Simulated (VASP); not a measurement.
Here is a VASP 6.6.1 calculation.

File INCAR:

```
SYSTEM = Mo
  PREC = Accurate
  ENCUT = 520
  EDIFF = 1E-6
  ISMEAR = -1
  SIGMA = 0.1
  LREAL = .FALSE.
  LASPH = .TRUE.
  NELM = 80
  ALGO = Normal
  ISIF = 2
  LWAVE = .FALSE.
  LCHARG = .FALSE.
  LDIPOL = .TRUE.
  IDIPOL = 3
  DIPOL = 0.5 0.5 0.500
  GGA = PE
  NBANDS = 43
```

Contents of KPOINTS:

```
Automatic mesh
0
G
  13 13 1
  0 0 0
```

File POSCAR:

```
Mo
1.0
    2.7373676766      0.0000000000      0.0000000000
   -0.9124558922      2.5808149956      0.0000000000
    0.0000000000      0.0000000000     17.7530000000
Mo
5
Direct
    0.0000000000      0.0000000000      0.2534789712
    0.5000000000      0.5000000000      0.3733780478
    0.0000000000      0.0000000000      0.4999999999
    0.5000000000      0.5000000000      0.6266219527
    0.0000000000      0.0000000000      0.7465210288
```

Potentials or basis: VASP PAW PBE potentials, release 64 (Mo_sv).

The run is started by

```bash
$ cat potpaw_PBE.64/Mo_sv/POTCAR > POTCAR
$ mpirun -np 1 vasp_std > vasp.out
```

Task: What does it give for the largest force?

Result: 0.030 eV/Å.

Task: What does it give for the band gap on the k mesh?

Result: Zero (band 35 reaches 7.58 eV, above the bottom of band 36 at 5.38 eV).

Forces on the atoms (eV/Å):
```
Mo   0.000  0.000 -0.030
Mo   0.000  0.000  0.006
Mo   0.000  0.000  0.000
Mo   0.000  0.000 -0.006
Mo   0.000  0.000  0.030
```
